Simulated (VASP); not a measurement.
Set up this calculation in VASP 6.6.1, as the native input.

```
Task                   : relaxation of cell and atoms
Functional             : PBEsol
Potentials or basis    : VASP PAW PBE potentials, release 64 (Pb_d)
Cutoff                 : 600 eV
k mesh                 : 8 × 8 × 8
Occupations            : fermi-dirac, width 0.1 eV
Spin                   : no spin polarisation
Dipole correction      : no
Further INCAR settings : ALGO = Normal; EDIFF = 1e-06; IBRION = 2; EDIFFG = -0.01; NSW = 80; ISIF = 3
```

The structure of Pb lies in POSCAR:

```
Pb
1.0
    0.0000000000      3.4467278281      3.4467278281
    3.4467278281      0.0000000000      3.4467278281
    3.4467278281      3.4467278281      0.0000000000
Pb
2
Direct
    0.1250000000      0.1250000000      0.1250000000
    0.8750000000      0.8750000000      0.8750000000
```

These files were run (other wordings do the same):

INCAR

```
  ALGO = Normal
  EDIFF = 1E-6
  EDIFFG = -0.01
  ENCUT = 600
  GGA = PS
  IBRION = 2
  ISIF = 3
  ISMEAR = -1
  LASPH = T
  LCHARG = F
  LREAL = F
  LWAVE = F
  NELM = 60
  NSW = 80
  PREC = Accurate
  SIGMA = 0.1
```

KPOINTS

```
k-points
0
Gamma
  8 8 8
```

Potentials or basis: VASP PAW PBE potentials, release 64 (Pb_d).

Run with:

```sh
$ cat potpaw_PBE.64/Pb_d/POTCAR > POTCAR
$ mpirun -np 1 vasp_std > vasp.out
```

It gave:

```yaml
Relaxed_volume: 41.21 Å³/atom
Relaxed_cell: a = 4.885 Å, b = 4.885 Å, c = 4.885 Å, α = 60.00°, β = 60.00°, γ = 60.00°
Space_group_after_relaxing_to_0.05_Å: Fd-3m (No. 227)
Energy_gained_by_relaxing: 0.2 meV/atom
Ionic_steps: 3
Pressure_after_relaxing: 0.0 GPa
Band_gap_on_the_k_mesh: zero (band 14 reaches 4.44 eV, above the bottom of band 15 at 3.32 eV)
```

Caveat: the PAW data sets were made with another functional, which shifts forces and pressure a little; spin-orbit coupling is left out, which moves the levels of the heavy elements.

Wall time 91 s on 1 thread of Intel(R) Xeon(R) Platinum 8375C CPU @ 2.90GHz (Ice Lake), on a shared host, peak memory 0.27 GiB.
